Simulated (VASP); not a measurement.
# CdSe in VASP: one cell, several levels of theory

What does VASP give for CdSe built on the zincblende prototype, under -1.0 % equal strain in all directions, the cell held fixed? Runs: PBE, r2SCAN. The results are then set beside those of Ansatz 0.2.0 for the same cell.

Program: VASP 6.6.1. PAW datasets, plane waves. No spin polarisation and no zero-point or thermal motion.

## 1. The cell

The cell comes from an earlier relaxation with r2SCAN in another program.

Space group F-43m (No. 216), cubic; a = 6.074 Å in the conventional setting, 28.01 Å³ an atom. Around Cd lie 4 Se at 2.63 Å; around Se lie 4 Cd at 2.63 Å.

Coordinates:

```
CELL_PARAMETERS angstrom
0.00000 3.03710 3.03710
3.03710 0.00000 3.03710
3.03710 3.03710 0.00000
ATOMIC_POSITIONS crystal
Cd 0.00000 0.00000 0.00000
Se 0.25000 0.25000 0.25000
```

## 2. PBE

The input, INCAR:

```
ENCUT = 520.000000
SIGMA = 0.020000
EDIFF = 1.00e-07
GGA = PE
PREC = Accurate
IBRION = -1
ISIF = 2
ISMEAR = -1
NBANDS = 16
NELM = 120
NSW = 0
LASPH = .TRUE.
LCHARG = .FALSE.
LWAVE = .FALSE.
LREAL = .FALSE.
```

The input, KPOINTS:

```
KPOINTS created by Atomic Simulation Environment
0
Gamma
8 8 8
0 0 0
```

The input, KPOINTS_OPT:

```
special points
6
Reciprocal
0.0000000000 0.0000000000 0.0000000000 1
-0.5000000000 -0.5000000000 0.0000000000 1
-0.3750000000 -0.3750000000 0.2500000000 1
-0.3750000000 0.0000000000 0.3750000000 1
0.0000000000 0.0000000000 0.5000000000 1
-0.5000000000 -0.2500000000 0.2500000000 1
```

The input, POSCAR:

```
Cd Se
 1.0000000000000000
     0.0000000000000000    3.0371031557000001    3.0371031557000001
     3.0371031557000001    0.0000000000000000    3.0371031557000001
     3.0371031557000001    3.0371031557000001    0.0000000000000000
 Cd  Se
   1   1
Cartesian
  0.0000000000000000  0.0000000000000000  0.0000000000000000
  1.5185515778500005  1.5185515778500005  1.5185515778500005
```

Potentials: the recommended PBE PAW datasets, 18 valence electrons in the neutral cell.

Launch:

```bash
$ mpirun -np 1 vasp_std
```

## 3. r2SCAN at this geometry

The input, INCAR:

```
ENCUT = 520.000000
SIGMA = 0.010000
EDIFF = 1.00e-07
ALGO = Normal
METAGGA = R2SCAN
PREC = Accurate
IBRION = -1
ISIF = 2
ISMEAR = 0
NBANDS = 16
NELM = 120
NSW = 0
LASPH = .TRUE.
LCHARG = .FALSE.
LWAVE = .FALSE.
LREAL = .FALSE.
```

KPOINTS is that of step 2.

KPOINTS_OPT is that of step 2.

POSCAR is that of step 2.

Before running it: what results should come out? Wanted: for each run, gap; pressure; Ansatz: gap; Ansatz: pressure.

As calculated:

```
 level  gap (eV)  pressure (GPa)  Ansatz: gap (eV)  Ansatz: pressure (GPa)
   PBE      0.62            3.39              0.62                    3.06
r2SCAN      1.10            1.89              1.10                    1.61
```

In words: The gap spans 0.62 eV (PBE) to 1.10 eV (r2SCAN). At this one volume the pressure spans 1.9 GPa (r2SCAN) to 3.4 GPa (PBE): PBE wants the largest cell and r2SCAN the smallest. The two programs agree on the gap within 0.02 eV, far less than the spread between functionals. Datasets and cutoffs are each program's own. VASP's cell holds 18 valence electrons and Ansatz's 36.

VASP's potentials hold 18 valence electrons a cell and Ansatz's 36, so a difference between the two programs can come from the potentials and not from the codes.
